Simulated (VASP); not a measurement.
**WC: single point with LDA**

WC:

```
CELL_PARAMETERS angstrom
-2.93539 -5.08425 0.00000
4.40309 -2.54212 0.00000
0.00000 0.00000 5.76621
ATOMIC_POSITIONS crystal
W 0.75992 0.49658 0.98247
W 0.75124 0.52036 0.51127
W 0.49485 0.98589 0.00099
W 0.50322 0.00551 0.49509
W 0.25533 0.50003 0.99790
W 0.23910 0.50825 0.50279
W 0.98555 0.99900 0.99650
W 0.01369 0.00708 0.48293
C 0.48980 0.71115 0.25897
C 0.48460 0.68234 0.73778
C 0.22363 0.15931 0.23813
C 0.25187 0.16578 0.77153
C 0.00253 0.67830 0.25880
C 0.01707 0.65740 0.75502
C 0.74381 0.21273 0.25674
C 0.74668 0.16200 0.71482
```

```yaml
Program: VASP 6.6.1
Task: single point
Functional: LDA
Potentials_or_basis: VASP PAW LDA potentials, release 64 (W_sv, C)
Cutoff: 520 eV
k_mesh: 2 × 2 × 2
Occupations: fermi-dirac, width 0.36 eV
Spin: no spin polarisation
Dipole_correction: no
Further_INCAR_settings: LREAL = Auto; ALGO = Normal; EDIFF = 1e-07; NBANDS = 86
```

```yaml
Pressure: -13.1 GPa
Largest_force: 3.861 eV/Å
Band_gap_on_the_k_mesh: zero (bands 72 and 73 overlap by 0.16 eV)
```

Forces in eV/Å, atoms in the order of the input:
```
W    1.552  0.705  1.991
W   -0.622  0.726 -2.548
W    2.437 -1.953 -0.874
W    2.340  0.420  0.326
W    0.350  0.454  0.835
W   -1.120 -1.346 -1.053
W   -0.174 -1.059 -0.652
W    1.289  1.894  2.741
C   -3.441  1.665 -0.544
C   -1.477 -0.371  1.011
C    0.122 -2.765 -0.026
C   -0.101  0.554 -1.700
C   -0.201  0.688 -1.106
C    1.306  0.684 -0.129
C   -2.102  0.874 -0.866
C   -0.158 -1.169  2.595
```

Stress tensor (GPa, compression positive):
```
-11.55  -1.81   0.10
 -1.81 -11.02   0.93
  0.10   0.93 -16.73
```

Levels at points of the mesh, in eV from the Fermi level:
| k point | band 70 | band 71 | band 72 | band 73 | band 74 | band 75 |
| --- | --- | --- | --- | --- | --- | --- |
| (0.00, 0.00, 0.00) | -0.52 | -0.45 | -0.38 | -0.02 | 0.66 | 0.97 |
| (0.50, 0.00, 0.00) | -1.04 | -0.22 | 0.14 | 0.30 | 0.54 | 0.64 |
| (0.00, 0.50, 0.00) | -0.62 | -0.26 | 0.13 | 0.77 | 1.04 | 1.63 |
| (0.50, 0.50, 0.00) | -1.69 | -1.43 | -1.20 | 1.31 | 1.43 | 1.51 |
| (0.00, 0.00, 0.50) | -1.07 | -0.27 | -0.10 | 0.13 | 0.46 | 0.68 |
| (0.50, 0.00, 0.50) | -1.22 | -1.11 | -0.94 | 0.07 | 0.28 | 0.38 |
| (0.00, 0.50, 0.50) | -1.19 | -1.14 | -1.05 | 0.56 | 0.72 | 0.94 |
| (0.50, 0.50, 0.50) | -1.63 | -1.62 | -1.49 | 0.78 | 1.07 | 1.20 |

Wall time 2.7 min on 1 thread of Intel(R) Xeon(R) 6975P-C (Granite Rapids), with other jobs on the host, peak memory 0.28 GiB.

Caveat: the k points lie up to 0.62 Å⁻¹ apart; so wide a smearing shifts energies and pressures; spin-orbit coupling is left out, which moves the levels of the heavy elements; forces of over 1 eV/Å act on the atoms, so gaps and moduli don't describe the material at rest.
